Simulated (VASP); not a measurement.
Wanted: the native input for a VASP 6.6.1 run.

| Quantity | Value |
| --- | --- |
| Task | single point |
| Functional | PBE |
| Potentials or basis | VASP PAW PBE potentials, release 64 (I, K_sv) |
| Cutoff | 520 eV |
| k mesh | 6 × 6 × 6 |
| Occupations | fermi-dirac, width 0.05 eV |
| Spin | no spin polarisation |
| Dipole correction | no |
| Further INCAR settings | ALGO = Normal; EDIFF = 1e-06; NBANDS = 15 |

The structure of KI lies in POSCAR:

```
KI
1.0
    0.0000000000      3.5327750000      3.5327750000
    3.5327750000      0.0000000000      3.5327750000
    3.5327750000      3.5327750000      0.0000000000
I K
1 1
Direct
    0.5000000000      0.5000000000      0.5000000000
    0.0000000000      0.0000000000      0.0000000000
```

One way to write it, as run:

INCAR

```
  ALGO = Normal
  EDIFF = 1E-6
  ENCUT = 520
  GGA = PE
  ISIF = 2
  ISMEAR = -1
  LASPH = T
  LCHARG = F
  LREAL = F
  LWAVE = F
  NBANDS = 15
  NELM = 60
  PREC = Accurate
  SIGMA = 0.05
```

KPOINTS

```
k-points
0
Gamma
  6 6 6
```

Potentials or basis: VASP PAW PBE potentials, release 64 (I, K_sv).

Launch:

```bash
$ cat potpaw_PBE.64/I/POTCAR potpaw_PBE.64/K_sv/POTCAR > POTCAR
$ mpirun -np 1 vasp_std > vasp.out
```

Results of the run:

| Item | Value |
| --- | --- |
| Pressure | 0.6 GPa |
| Band gap on the k mesh | 3.96 eV, direct |

Caveat: spin-orbit coupling is left out, which moves the levels of the heavy elements.

Wall time 40 s on 1 thread of Intel Xeon 8259CL, on a shared host, peak memory 0.24 GiB.
